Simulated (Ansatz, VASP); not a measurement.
**Cd2S in VASP and in Ansatz**

POSCAR

```
Cd2S
1.0
    3.9626700490      0.0000000000      0.0000000000
   -1.9813350245      3.4317729293      0.0000000000
    0.0000000000      0.0000000000      5.8091920000
Cd S
2 1
Direct
    0.3333333333      0.6666666667      0.9327170000
    0.6666666667      0.3333333333      0.5787350000
    0.3333333333      0.6666666667      0.3657050000
```

INCAR.step1

```
SYSTEM = Cd2S
PREC = Accurate ; ENCUT = 520
EDIFF = 1E-5 ; ISMEAR = -1
SIGMA = 0.05 ; LREAL = .FALSE.
LASPH = .TRUE. ; NELM = 100
ALGO = Normal ; ISIF = 2
LWAVE = .TRUE. ; LCHARG = .FALSE.
NBANDS = 22 ; GGA = PE
```

Contents of INCAR.step2:

```
SYSTEM = Cd2S
PREC = Accurate ; ENCUT = 520
EDIFF = 1E-6 ; ISMEAR = -1
SIGMA = 0.05 ; LREAL = .FALSE.
LASPH = .TRUE. ; NELM = 100
ALGO = Normal ; ISIF = 2
LWAVE = .FALSE. ; LCHARG = .FALSE.
GGA = PE ; LHFCALC = .TRUE.
AEXX = 0.5 ; HFSCREEN = 0.2
PRECFOCK = Normal ; NBANDS = 22
ISTART = 1
```

File KPOINTS:

```
Automatic mesh
0
G
  4 4 3
  0 0 0
```

File input.yaml:

```yaml
crystal:
  lattice:
    - [3.962670049, 0.0, 0.0]
    - [-1.9813350245, 3.4317729293, 0.0]
    - [0.0, 0.0, 5.809192]
  atoms:
    - { symbol: Cd, position: [0.3333333333, 0.6666666667, 0.932717] }
    - { symbol: Cd, position: [0.6666666667, 0.3333333333, 0.578735] }
    - { symbol: S, position: [0.3333333333, 0.6666666667, 0.365705] }
hamiltonian:
  xc: { exchange: pbe, correlation: pbe, exx: { coeff: 0.5, omega: 0.2 } }
  pseudopotentials: { kind: paw }
kpoints:
  mp_grid: { grid: [4, 4, 3] }
scf:
  occupations: { method: fermi_dirac, width: 0.05 }
output:
  forces: true
  stress: true
  eigenvalues: true
  write_density: true
  write_potential: true
  elf: true
  volumetric_format: npy
```

Alike in both runs: task single point; functional PBE-based screened hybrid; k mesh 4 × 4 × 3; occupations fermi-dirac, width 0.05 eV; no spin polarisation.

```csv
,VASP,Ansatz
version,VASP 6.6.1,Ansatz 0.2.0
potentials or method,"VASP PAW PBE potentials, release 64 (Cd, S)",Ansatz PAW
plane-wave cutoff (eV),520,420
valence electrons in the cell,30,46
```

```tsv
	VASP	Ansatz	Ansatz less VASP
gap on the k mesh at the Fermi level (eV)	1.34	1.34	-0.003
least direct gap on the mesh (eV)	1.93	1.92	-0.011
pressure (GPa)	-2.1	-2.3	-0.20
traceless stress, the component that is largest in VASP (GPa)	0.08	0.02	-0.055
rms of the force components (eV/Å)	0.174	0.182	+0.0082
```

VASP's potentials were made for PBE, not for PBE-based screened hybrid. Atom by atom the forces differ by 0.008 eV/Å (rms over components). The functional is the same, so the differences come from potentials, cutoffs and numerics. VASP's potentials hold 30 valence electrons a cell and Ansatz's 46, so a difference there can come from the potentials and not from the codes.

The k mesh is coarse, so the values compare programs but aren't converged. Noted on Ansatz's run: odd divisions of the mesh miss points on the zone boundary, where band edges often lie, so the gap on the mesh can be too wide.
